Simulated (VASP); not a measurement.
The system is ScAlN2.

```
Sc N Al
1.0
     3.04461    0.00000    0.00000
     0.00000    3.04461    0.00000
     0.00000    0.00000    4.31898
Sc N Al
1 2 1
Direct
  0.00000 0.00000 0.00000
  0.00000 0.00000 0.50000
  0.50000 0.50000 0.00000
  0.50000 0.50000 0.50000
```

Base run:

```yaml
Program: VASP 6.6.1
Functional: r2SCAN
Potentials_or_basis: VASP PAW PBE potentials, release 64 (Sc_sv, N, Al)
Cutoff: 520 eV
k_mesh: 8 × 8 × 6
Occupations: gaussian, width 0.01 eV
Spin: no spin polarisation
```

Its results: band gap on the k mesh 1.13 eV, direct; pressure 1.1 GPa.

Q: The run is repeated on the same cell with these changes: functional from r2SCAN to PBE. What comes out?

A: Band gap on the k mesh 0.69 eV, direct; pressure 4.3 GPa.

r2SCAN gives the wider gap, since meta-GGAs in the generalised Kohn-Sham scheme recover part of the derivative discontinuity.

Caveats: the PAW data sets were made with another functional, which shifts forces and pressure a little (some runs).

A k mesh can miss the band edges.
